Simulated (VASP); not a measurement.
# Zn2CdTe3: single point with PBE

Zn2CdTe3:

```
CELL_PARAMETERS angstrom
5.44469 0.00000 0.00000
0.00000 5.44469 0.00000
0.00000 0.00000 7.39417
ATOMIC_POSITIONS crystal
Zn 0.50000 0.00000 0.14864
Zn 0.00000 0.50000 0.14864
Cd 0.00000 0.00000 0.66363
Te 0.00000 0.00000 0.27304
Te 0.50000 0.00000 0.79705
Te 0.00000 0.50000 0.79705
```

The cell was built from a structure type or drawn by symmetry, and may not be a known phase.

```
Program             : VASP 6.6.1
Task                : single point
Functional          : PBE
Potentials or basis : VASP PAW PBE potentials, release 64 (Zn, Cd, Te)
Cutoff              : 520 eV
k mesh              : 8 × 8 × 6
Occupations         : gaussian, width 0.1 eV
Spin                : no spin polarisation
```

* Pressure: 0.1 GPa
* Largest force: 0.014 eV/Å
* Band gap on the k mesh: zero (bands 27 and 28 overlap by 1.14 eV)

Forces in eV/Å, atoms in the order of the input:
```
Zn   0.000  0.000  0.014
Zn   0.000  0.000  0.014
Cd   0.000  0.000 -0.008
Te   0.000  0.000 -0.007
Te   0.000  0.000 -0.007
Te   0.000  0.000 -0.007
```

Levels at points of the mesh, in eV from the Fermi level:
```
           k point  band 25  band 26  band 27  band 28  band 29  band 30
(0.00, 0.00, 0.00)    -1.50    -1.01    -0.26    -0.17    -0.17     0.00
(0.50, 0.00, 0.00)    -1.86    -1.48    -1.32    -0.52     2.35     2.78
(0.50, 0.50, 0.00)    -2.62     0.48     0.56     0.77     2.72     2.72
(0.00, 0.00, 0.50)    -2.92    -0.32    -0.15    -0.15     0.37     0.79
(0.50, 0.00, 0.50)    -1.75    -1.49    -1.30    -0.07     1.78     2.48
(0.50, 0.50, 0.50)    -1.91     0.29     0.49     0.78     1.30     1.91
```

Wall time 5.7 min on 1 thread of AMD EPYC 7R13 Processor (Zen 3), with other jobs on the host, peak memory 0.55 GiB.

Caveat: spin-orbit coupling is left out, which moves the levels of the heavy elements.
